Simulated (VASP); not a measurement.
The system is TaN.

```
Ta N
1.0
     3.05704    0.00000    0.00000
     0.00000    4.30428    0.00000
     0.00000    0.00000    3.28921
Ta N
2 2
Direct
  0.50000 0.50000 0.69745
  0.00000 0.00000 0.30255
  0.00000 0.50000 0.20352
  0.50000 0.00000 0.79648
```

The cell was generated, and may not be a known phase.

* Program: VASP 6.6.1
* Task: relaxation of cell and atoms
* Functional: PBE
* Potentials or basis: VASP PAW PBE potentials, release 64 (Ta_pv, N)
* Cutoff: 600 eV
* k mesh: 16 × 12 × 14
* Occupations: gaussian, width 0.1 eV
* Spin: no spin polarisation

At the start: pressure 0.5 GPa; volume 10.82 Å³/atom.

Where does the relaxation end?

Over 11 steps the energy falls by 5.1 meV/atom and the volume is 10.81 Å³/atom (-0.1 %); space group Pmmn (No. 59, to 0.1 Å) before and after.

Step by step:
```
step  energy change (eV)  largest force (eV/Å)  pressure (GPa)  volume (Å³)
   1              0.0000                0.1155            0.53        43.28
   2             -0.0067                0.1272           -1.91        43.50
   3             -0.0136                0.0743           -1.04        43.41
   4             -0.0183                0.0258            1.46        43.05
   5             -0.0183                0.0294            1.25        43.08
   6             -0.0193                0.0631           -0.84        43.34
   7             -0.0202                0.0339           -0.01        43.24
   8             -0.0203                0.0110            0.06        43.23
   9             -0.0203                0.0079            0.07        43.23
  10             -0.0203                0.0068           -0.11        43.26
  11             -0.0203                0.0043           -0.03        43.24
```

Final structure:
```
Ta N
1.0
     3.08172    0.00000    0.00000
     0.00000    4.34837    0.00000
     0.00000    0.00000    3.22710
Ta N
2 2
Cartesian
  1.5409 2.1742 2.2530
  0.0000 0.0000 0.9741
  0.0000 2.1742 0.6497
  1.5409 0.0000 2.5774
```
